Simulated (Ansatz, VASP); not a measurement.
Two plane-wave programs on Pb

The input INCAR:

```
SYSTEM = Pb
PREC = Accurate ; ENCUT = 520
EDIFF = 1E-6 ; ISMEAR = 0
SIGMA = 0.15 ; LREAL = .False.
LASPH = .True. ; NELM = 60
ALGO = Normal ; ISIF = 2
LWAVE = .False. ; LCHARG = .False.
GGA = PS ; NBANDS = 13
```

File KPOINTS:

```
regular mesh
0
Gamma
  18 18 18
  0 0 0
```

The input POSCAR:

```
Pb
1.0
   -1.0372510030      2.0745020060      2.0745020060
    2.0745020060     -1.0372510030      2.0745020060
    2.0745020060      2.0745020060     -1.0372510030
Pb
1
Direct
    0.0000000000      0.0000000000      0.0000000000
```

Input for Ansatz:

```yaml
crystal:
  lattice:
    - [-1.037251003, 2.074502006, 2.074502006]
    - [2.074502006, -1.037251003, 2.074502006]
    - [2.074502006, 2.074502006, -1.037251003]
  atoms:
    - { symbol: Pb, position: [0.0, 0.0, 0.0] }
basis:
  ecutwfc: 420
kpoints:
  mp_grid: { grid: [18, 18, 18] }
hamiltonian:
  xc: pbesol
scf:
  occupations: { method: gaussian, width: 0.15 }
output:
  forces: true
  stress: true
  eigenvalues: true
```

Alike in both runs: task single point; functional PBEsol; k mesh 18 × 18 × 18; occupations gaussian, width 0.15 eV; no spin polarisation.

```csv
,VASP,Ansatz
version,VASP 6.6.1,Ansatz 0.2.0
potentials or method,"VASP PAW PBE potentials, release 64 (Pb_d), cutoff 520 eV","scalar-relativistic, plane waves, PAW"
valence electrons in the cell,14,14
```

|  | VASP | Ansatz | Ansatz less VASP |
| --- | --- | --- | --- |
| gap on the k mesh at the Fermi level (eV) | none | none | - |
| pressure (GPa) | 3.3 | 3.4 | +0.07 |

VASP's potentials were made for PBE, not for PBEsol. A gap of «none» marks a metal or a gap that the smearing closes.

Neither program's run includes spin-orbit coupling.
